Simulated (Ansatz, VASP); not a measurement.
# Two plane-wave programs on Au

File INCAR:

```
  PREC = Accurate
  ENCUT = 500
  EDIFF = 1E-6
  ISMEAR = 0
  SIGMA = 0.05
  LREAL = False
  LASPH = True
  NELM = 120
  ALGO = Normal
  ISIF = 2
  LWAVE = False
  LCHARG = False
  GGA = PS
  NBANDS = 12
  GGA_COMPAT = False
```

The input KPOINTS:

```
regular mesh
0
Gamma
  14 14 14
```

File POSCAR:

```
Au
1.0
    0.0000000000      2.0427163814      2.0427163814
    2.0427163814      0.0000000000      2.0427163814
    2.0427163814      2.0427163814      0.0000000000
Au
1
Direct
    0.0000000000      0.0000000000      0.0000000000
```

Input for Ansatz:

```yaml
crystal:
  lattice:
    - [0.0, 2.0427163814, 2.0427163814]
    - [2.0427163814, 0.0, 2.0427163814]
    - [2.0427163814, 2.0427163814, 0.0]
  atoms:
    - { symbol: Au, position: [0.0, 0.0, 0.0] }
basis:
  ecutwfc: 420
  ecutrho_ratio: 4
kpoints:
  mp_grid: { grid: [14, 14, 14] }
hamiltonian:
  xc: pbesol
scf:
  occupations: { method: gaussian, width: 0.05 }
output:
  forces: true
  stress: true
  eigenvalues: true
```

Alike in both runs: task single point; functional PBEsol; k mesh 14 × 14 × 14; occupations gaussian, width 0.05 eV; no spin polarisation.

```csv
,VASP,Ansatz
version,VASP 6.6.1,Ansatz 0.2.0
potentials or method,"VASP PAW PBE potentials, release 64 (Au), cutoff 500 eV","scalar-relativistic, plane waves, PAW"
valence electrons in the cell,11,19
```

|  | VASP | Ansatz | Ansatz less VASP |
| --- | --- | --- | --- |
| gap on the k mesh at the Fermi level (eV) | none | none | - |
| pressure (GPa) | -0.6 | -0.3 | +0.29 |

VASP's potentials were made for PBE, not for PBEsol. A gap of «none» marks a metal or a gap that the smearing closes. With one functional, cell and mesh, what is left measures potentials, basis and numerics. VASP's potentials hold 11 valence electrons a cell and Ansatz's 19, so a difference there can come from the potentials and not from the codes.

Neither program's run includes spin-orbit coupling.
